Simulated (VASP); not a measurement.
A run of VASP 6.6.1 is set up as follows.

INCAR

```
PREC = Accurate
ENCUT = 520
EDIFF = 1E-7
ISMEAR = 0
SIGMA = 0.1
LREAL = False
LASPH = True
NELM = 100
ALGO = Normal
ISIF = 2
LWAVE = False
LCHARG = True
GGA = PE
LELF = True
LVHAR = True
NBANDS = 51
```

File KPOINTS:

```
Automatic mesh
0
Gamma
  12 12 6
```

Contents of POSCAR:

```
Ge4MoW
1.0
    3.4039394888      0.0000000000      0.0000000000
    0.0000000000      3.4039394888      0.0000000000
    0.0000000000      0.0000000000      8.4572677233
Ge Mo W
4 1 1
Direct
    0.0000000000      0.0000000000      0.6612591827
    0.5000000000      0.5000000000      0.1602654840
    0.0000000000      0.0000000000      0.3387408173
    0.5000000000      0.5000000000      0.8397345160
    0.0000000000      0.0000000000      0.0000000000
    0.5000000000      0.5000000000      0.5000000000
```

Potentials or basis: VASP PAW PBE potentials, release 64 (Ge_d, Mo_sv, W_sv).

Launch:

```bash
$ cat potpaw_PBE.64/Ge_d/POTCAR potpaw_PBE.64/Mo_sv/POTCAR potpaw_PBE.64/W_sv/POTCAR > POTCAR
$ mpirun -np 1 vasp_std > vasp.out
```

(1) Estimate the band gap on the k mesh.

(2) Predict the pressure.

(3) Predict the largest force.

Answers

(1) zero (band 42 reaches 9.81 eV, above the bottom of band 43 at 8.80 eV).

(2) -8.3 GPa.

(3) 0.007 eV/Å.

Caveat: spin-orbit coupling is left out, which moves the levels of the heavy elements.
